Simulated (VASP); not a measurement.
# Ti in VASP: notebook, part 3 of 3

VASP 6.6.1. Earlier steps stand in the parts before.

**4. Single point, PBE**

The input, INCAR:

```
PREC = Accurate
ENCUT = 520
EDIFF = 1E-7
ISMEAR = 1
SIGMA = 0.15
LREAL = F
LASPH = T
NELM = 100
ALGO = Normal
ISIF = 2
LWAVE = F
LCHARG = T
GGA = PE
LELF = T
LVHAR = T
NBANDS = 19
```

The input, KPOINTS:

```
regular mesh
0
Gamma
  11 11 6
```

The input, POSCAR:

```
Ti
1.0
    2.9500000000      0.0000000000      0.0000000000
   -1.4750000000      2.5547750000      0.0000000000
    0.0000000000      0.0000000000      4.6800000000
Ti
2
Direct
    0.3313762138      0.6627524276      0.2500000000
    0.6666666667      0.3333333333      0.7500000000
```

Potentials or basis: VASP PAW PBE potentials, release 64 (Ti_sv).

Run with:

```
$ cat potpaw_PBE.64/Ti_sv/POTCAR > POTCAR
$ mpirun -np 1 vasp_std > vasp.out
```

OUTCAR:

```text
PREC = Accurate
   ENCUT = 520
   EDIFF = 1E-7
   ISMEAR = 1
   LREAL = F
   LASPH = T
   NELM = 100
   ISIF = 2
   GGA = PE

 ion  position               nearest neighbor table
   1  0.331  0.663  0.250-   2 2.89   2 2.89   2 2.89   2 2.89   2 2.90   2 2.90
   2  0.667  0.333  0.750-   1 2.89   1 2.89   1 2.89   1 2.89   1 2.90   1 2.90

  LATTYP: Found a hexagonal cell.
 ALAT       =     2.9500000000
 C/A-ratio  =     1.5864406780

  Lattice vectors:

 A1 = (   2.9500000000,   0.0000000000,   0.0000000000)
 A2 = (  -1.4750000000,   2.5547750000,   0.0000000000)
 A3 = (   0.0000000000,   0.0000000000,   4.6800000000)

Analysis of symmetry for initial positions (statically):
=====================================================================
 Subroutine PRICEL returns:
 Original cell was already a primitive cell.

 Routine SETGRP: Setting up the symmetry group for a
 hexagonal supercell.

 Subroutine GETGRP returns: Found  8 space group operations
 (whereof  2 operations were pure point group operations)
 out of a pool of 24 trial point group operations.

The static configuration has the point symmetry C_1h.
 The point group associated with its full space group is D_2h.

Analysis of symmetry for dynamics (positions and initial velocities):
=====================================================================
 Subroutine PRICEL returns:
 Original cell was already a primitive cell.

 Routine SETGRP: Setting up the symmetry group for a
 hexagonal supercell.

 Subroutine GETGRP returns: Found  8 space group operations
 (whereof  2 operations were pure point group operations)
 out of a pool of 24 trial point group operations.

The dynamic configuration has the point symmetry C_1h.
 The point group associated with its full space group is D_2h.

 Subroutine INISYM returns: Found  8 space group operations
 (whereof  2 operations are pure point group operations),
 and found     1 'primitive' translations

----------------------------------------------------------------------------------------

                                     Primitive cell

  volume of cell :      35.2712

  direct lattice vectors                    reciprocal lattice vectors
     2.950000000  0.000000000  0.000000000     0.338983051  0.195711951  0.000000000
    -1.475000000  2.554775000  0.000000000     0.000000000  0.391423902  0.000000000
     0.000000000  0.000000000  4.680000000     0.000000000  0.000000000  0.213675214

  length of vectors
     2.950000000  2.950000051  4.680000000     0.391423909  0.391423902  0.213675214

  position of ions in fractional coordinates (direct lattice)
     0.331376214  0.662752428  0.250000000
     0.666666667  0.333333333  0.750000000

  ion indices of the primitive-cell ions
   primitive index   ion index
                 1           1
                 2           2

----------------------------------------------------------------------------------------

 KPOINTS: regular mesh

Automatic generation of k-mesh.
 Grid dimensions read from file:
 generate k-points for:   11   11    6

 Generating k-lattice:

  Cartesian coordinates                     Fractional coordinates (reciprocal lattice)
     0.030816641  0.017791996  0.000000000     0.090909091 -0.000000000  0.000000000
     0.000000000  0.035583991  0.000000000     0.000000000  0.090909091  0.000000000
     0.000000000  0.000000000  0.035612536     0.000000000  0.000000000  0.166666667

  Length of vectors
     0.035583992  0.035583991  0.035612536

  Shift w.r.t. Gamma in fractional coordinates (k-lattice)
     0.000000000  0.000000000  0.000000000

 Subroutine IBZKPT returns following result:
 ===========================================

 Found    144 irreducible k-points:

 Following reciprocal coordinates:
            Coordinates               Weight
  0.000000  0.000000  0.000000      1.000000
  0.090909  0.000000  0.000000      4.000000
  0.000000  0.090909  0.000000      2.000000
  0.181818  0.000000  0.000000      4.000000
  0.000000  0.181818  0.000000      2.000000
  0.272727  0.000000  0.000000      4.000000
[... 16 lines left out ...]
  0.454545  0.090909  0.000000      4.000000
 -0.090909 -0.454545  0.000000      2.000000
 [... further k-points ...]
   k-points           NKPTS =    144   k-points in BZ     NKDIM =    144   number of bands    NBANDS=     19
   number of dos      NEDOS =    301   number of ions     NIONS =      2
   total plane-waves  NPLWV =  20736
   dimension x,y,z NGX =    24 NGY =   24 NGZ =   36
   dimension x,y,z NGXF=    48 NGYF=   48 NGZF=   72
   ions per type =               2
   NGX,Y,Z   is equivalent  to a cutoff of  13.53, 13.53, 12.79 a.u.
   NGXF,Y,Z  is equivalent  to a cutoff of  27.05, 27.05, 25.58 a.u.
 SYSTEM =  unknown system
   PREC   = accura    normal or accurate (medium, high low for compatibility)
   ISTART =      0    job   : 0-new  1-cont  2-samecut
   ICHARG =      2    charge: 1-file 2-atom 10-const
   ISPIN  =      1    spin polarized calculation?
   LNONCOLLINEAR =      F non collinear calculations
   LSORBIT =      F    spin-orbit coupling
   LASPH  =      T    aspherical Exc in radial PAW
   ENCUT  =  520.0 eV  38.22 Ry    6.18 a.u.   5.49  5.49  8.70*2*pi/ulx,y,z
   NELM   =    100;   NELMIN=  2; NELMDL= -5     # of ELM steps
   EDIFF  = 0.1E-06   stopping-criterion for ELM
   LREAL  =      F    real-space projection
   EDIFFG = 0.1E-05   stopping-criterion for IOM
   NSW    =      0    number of steps for IOM
   IBRION =     -1    ionic relax: 0-MD 1-quasi-New 2-CG
   NFREE  =      0    steps in history (QN), initial steepest desc. (CG)
   ISIF   =      2    stress and relaxation
   ISYM   =      2    0-nonsym 1-usesym 2-fastsym
   POTIM  = 0.5000    time-step for ionic-motion
   TEBEG  =    0.0;   TEEND  =   0.0 temperature during run
   PSTRESS=    0.0 pullay stress
   NELECT =      24.0000    total number of electrons
   NUPDOWN=      -1.0000    fix difference up-down
   EMIN   =  10.00;   EMAX   =-10.00  energy-range for DOS
   EFERMI =   0.00;   METHOD = LEGACY
   ISMEAR =     1;   SIGMA  =   0.15  broadening in eV -4-tet -1-fermi 0-gaus
   EFERMI_NEDOS =   21; number of points for ismear=-14 and -15
   IALGO  =     38    algorithm
   IMIX   =      4    mixing-type and parameters
     AMIX     =   0.40;   BMIX     =  1.00
     AMIX_MAG =   1.60;   BMIX_MAG =  1.00
  volume/ion in A,a.u.               =      17.64       119.01
  Fermi-wavevector in a.u.,A,eV,Ry     =   1.439920  2.721054 28.209911  2.073370
  Thomas-Fermi vector in A             =   2.558722
   LORBIT       =      0    0 simple, 1 ext, 2 COOP (PROOUT), +10 PAW based schemes
   GGA     = PE    functional components
   LHFCALC =     F    Hartree Fock is set to
   AEXX    =    0.0000 exact exchange contribution
   IVDW    =     0    specifies the selected vdW correction
   LEPSILON=     F    determine dielectric tensor
   LRPA    =     F    only Hartree local field effects (RPA)
 non-spin polarized calculation
 Methfessel and Paxton  Order N= 1 SIGMA  =   0.15
  energy-cutoff  :      520.00
  volume of cell :       35.27
 maximum number of plane-waves:       971
 NGX is ok and might be reduce to    24
   NGX = 11   NGY = 11   NGZ = 17

 number of electron      24.0000002 magnetization

 Free energy of the ion-electron system (eV)
  ---------------------------------------------------
  ext. energy  EPLUGINS =         0.00000000
  ---------------------------------------------------
  free energy    TOTEN  =       -15.66606941 eV

  energy without entropy =      -15.66580598  energy(sigma->0) =      -15.66598160

 E-fermi :   8.1876     XC(G=0): -11.4261

 val. band max:        8.1803014199   @ k =   0.0909   0.0000   0.1667
 cond. band min:       8.2014692635   @ k =  -0.1818   0.0909   0.0000
 fundamental gap:      0.0211678436
 Fermi energy:         8.1875949698

 k-point     1 :       0.0000    0.0000    0.0000
  band No.  band energies     occupation
      1     -48.7145      2.00000
      2     -48.5869      2.00000
      3     -25.2850      2.00000
      4     -24.6712      2.00000
      5     -24.6686      2.00000
      6     -24.6138      2.00000
[... 11 lines left out ...]
     18       9.7932     -0.00000
     19      11.2473      0.00000
[... 485 lines left out ...]
 k-point    24 :      -0.0909   -0.4545    0.0000
  band No.  band energies     occupation
      1     -48.6022      2.00000
      2     -48.5621      2.00000
      3     -25.1100      2.00000
      4     -24.9937      2.00000
      5     -24.9898      2.00000
      6     -24.8256      2.00000
[... 11 lines left out ...]
     18      11.6124      0.00000
     19      12.5546      0.00000

 [... further k-points ...]

------------------------ aborting loop because EDIFF is reached ----------------------------------------

  FORCE on cell =-STRESS in cart. coord.  units (eV):
  Direction    XX          YY          ZZ          XY          YZ          ZX
  --------------------------------------------------------------------------------------
  -------------------------------------------------------------------------------------
  Total       -0.3472327     -0.4002771     -0.4087423      0.0000000      0.0000000      0.0000000
  in kB      -15.7728663    -18.1823819    -18.5669106      0.0000000      0.0000000      0.0000000
  external PRESSURE =     -17.5073863 kB  Pullay stress =       0.0000000 kB

 VOLUME and BASIS-vectors are now :
 -----------------------------------------------------------------------------
  energy-cutoff  :      520.00
  volume of cell :       35.27
      direct lattice vectors                 reciprocal lattice vectors
     2.950000000  0.000000000  0.000000000     0.338983051  0.195711951  0.000000000
    -1.475000000  2.554775000  0.000000000     0.000000000  0.391423902  0.000000000
     0.000000000  0.000000000  4.680000000     0.000000000  0.000000000  0.213675214

 POSITION                                       TOTAL-FORCE (eV/Angst)
 -----------------------------------------------------------------------------------
      0.00000      1.69318      1.17000         0.000000      0.016173      0.000000
      1.47500      0.85159      3.51000         0.000000     -0.016173      0.000000
 -----------------------------------------------------------------------------------
    total drift:                                0.000000      0.000023      0.000000

  FREE ENERGIE OF THE ION-ELECTRON SYSTEM (eV)
  ---------------------------------------------------
  free  energy   TOTEN  =       -15.6660694082 eV

  energy  without entropy=      -15.6658059766  energy(sigma->0) =      -15.66598160
```

stdout:

```text
POSCAR found type information on POSCAR Ti
 POSCAR found :  1 types and       2 ions
 scaLAPACK will be used
 LDA part: xc-table for (Slater+PW92), standard interpolation
 POSCAR, INCAR and KPOINTS ok, starting setup
 FFT: planning ... GRIDC
 FFT: planning ... GRID_SOFT
 FFT: planning ... GRID
 WAVECAR not read
 entering main loop
```

It took 55 s on 1 thread of AMD EPYC 9R45 (Zen 5), shared host; peak memory 0.18 GiB.

Results:

| Item | Value |
| --- | --- |
| Free energy | -15.6661 eV |
| Pressure | -1.8 GPa |
| Largest force | 0.016 eV/Å |
| Band gap on the k mesh | zero (band 12 reaches 8.94 eV, above the bottom of band 13 at 7.93 eV) |

Forces in eV/Å, atoms in the order of the input:
```
Ti   0.000  0.016  0.000
Ti   0.000 -0.016  0.000
```

Stress tensor (GPa, compression positive):
```
-1.58  0.00  0.00
 0.00 -1.82  0.00
 0.00  0.00 -1.86
```
